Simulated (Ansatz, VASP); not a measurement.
GaAs: VASP beside Ansatz

```xyz
2
Lattice="0.0000 2.8017 2.8017 2.8017 0.0000 2.8017 2.8017 2.8017 0.0000" Properties=species:S:1:pos:R:3 pbc="T T T"
Ga    0.0000    0.0000    0.0000
As    4.2025    4.2025    4.2025
```

Alike in both runs: functional LDA; k mesh 12 × 12 × 12; occupations gaussian, width 0.1 eV; no spin polarisation.

Ansatz relaxed the structure, and its values are those at the end. VASP's run is a single point on that final structure, the one shown.

```csv
,VASP,Ansatz
version,VASP 6.6.1,Ansatz 0.2.0
potentials or method,"VASP PAW LDA potentials, release 64 (Ga_d, As), cutoff 520 eV","scalar-relativistic, plane waves, PAW"
valence electrons in the cell,18,28
```

VASP gave:

- gap on the k mesh at the Fermi level (eV): 0.54
- least direct gap on the mesh (eV): 0.54
- pressure (GPa): 0.3

Question: Which values does Ansatz return?

Answer: gap on the k mesh at the Fermi level (eV): 0.49; least direct gap on the mesh (eV): 0.49; pressure (GPa): 0.0.

LDA's correlation is that of Perdew and Zunger in VASP and of Perdew and Wang (1992) in Ansatz. VASP's potentials hold 18 valence electrons a cell and Ansatz's 28, so a difference there can come from the potentials and not from the codes.
